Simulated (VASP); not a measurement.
**Si4Mo2S: single point with PBE**

Si4Mo2S, a slab with vacuum:

```
Si Mo S
1.0
     3.21697    0.00000    0.00000
     0.00000    3.21697    0.00000
     0.00000    0.00000   21.87880
Si Mo S
4 2 1
Direct
  0.00000 0.00000 0.18283
  0.00000 0.00000 0.30151
  0.50000 0.50000 0.35937
  0.50000 0.50000 0.47438
  0.50000 0.50000 0.24217
  0.00000 0.00000 0.41929
  0.00000 0.00000 0.53335
```

```
Program             : VASP 6.6.1
Task                : single point
Functional          : PBE
Potentials or basis : VASP PAW PBE potentials, release 64 (Si, Mo_sv, S)
Cutoff              : 520 eV
k mesh              : 8 × 8 × 1
Occupations         : gaussian, width 0.1 eV
Spin                : no spin polarisation
```

```
Largest force          : 1.447 eV/Å
Band gap on the k mesh : zero (bands 25 and 26 overlap by 1.39 eV)
```

Forces on the atoms (eV/Å):
```
Si   0.000  0.000  0.645
Si   0.000  0.000 -0.703
Si   0.000  0.000 -0.433
Si   0.000  0.000  1.447
Mo   0.000  0.000 -0.398
Mo   0.000  0.000 -0.569
S    0.000  0.000  0.011
```

Levels at points of the mesh, in eV from the Fermi level:
| k point | band 23 | band 24 | band 25 | band 26 | band 27 | band 28 |
| --- | --- | --- | --- | --- | --- | --- |
| (0.00, 0.00, 0.00) | -0.15 | 0.29 | 0.39 | 0.71 | 1.04 | 1.65 |
| (0.50, 0.00, 0.00) | -1.55 | -0.18 | -0.16 | 0.50 | 2.18 | 2.40 |
| (0.50, 0.50, 0.00) | -1.85 | -1.47 | -0.89 | -0.89 | 0.95 | 2.33 |

Wall time 2.1 min on 1 thread of Intel(R) Xeon(R) 6975P-C (Granite Rapids), on a shared host, peak memory 0.34 GiB.
